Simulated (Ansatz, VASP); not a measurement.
## Two plane-wave programs on MgWCl4O

```
CELL_PARAMETERS angstrom
6.25411 -1.95925 0.00000
6.25411 1.95925 0.00000
-6.24428 0.00000 6.25849
ATOMIC_POSITIONS crystal
Mg 0.31349 0.68651 0.50000
W 0.05887 0.94113 0.00000
Cl 0.36407 0.18207 0.19334
Cl 0.81793 0.63593 0.80666
Cl 0.95183 0.88796 0.64670
Cl 0.11204 0.04817 0.35330
O 0.55904 0.44096 0.00000
```

Alike in both runs: task single point; functional PBE; k mesh 6 × 6 × 4; occupations gaussian, width 0.1 eV; no spin polarisation.

|  | VASP | Ansatz |
| --- | --- | --- |
| version | VASP 6.6.1 | Ansatz 0.2.0 |
| potentials or method | VASP PAW PBE potentials, release 64 (Mg, W_sv, Cl, O), cutoff 520 eV | scalar-relativistic, plane waves, PAW |
| valence electrons in the cell | 50 | 58 |

Ansatz gave:

* gap on the k mesh at the Fermi level (eV): none
* pressure (GPa): -4.0
* traceless stress, the component that is largest in VASP (GPa): -2.48
* rms of the force components (eV/Å): 0.256

Task: Estimate VASP's values.

Result: gap on the k mesh at the Fermi level (eV): none; pressure (GPa): -3.9; traceless stress, the component that is largest in VASP (GPa): -2.15; rms of the force components (eV/Å): 0.247.

Atom by atom the forces differ by 0.010 eV/Å (rms over components). A gap of «none» marks a metal or a gap that the smearing closes. VASP's potentials hold 50 valence electrons a cell and Ansatz's 58, so a difference there can come from the potentials and not from the codes.

Spin-orbit coupling is off throughout.
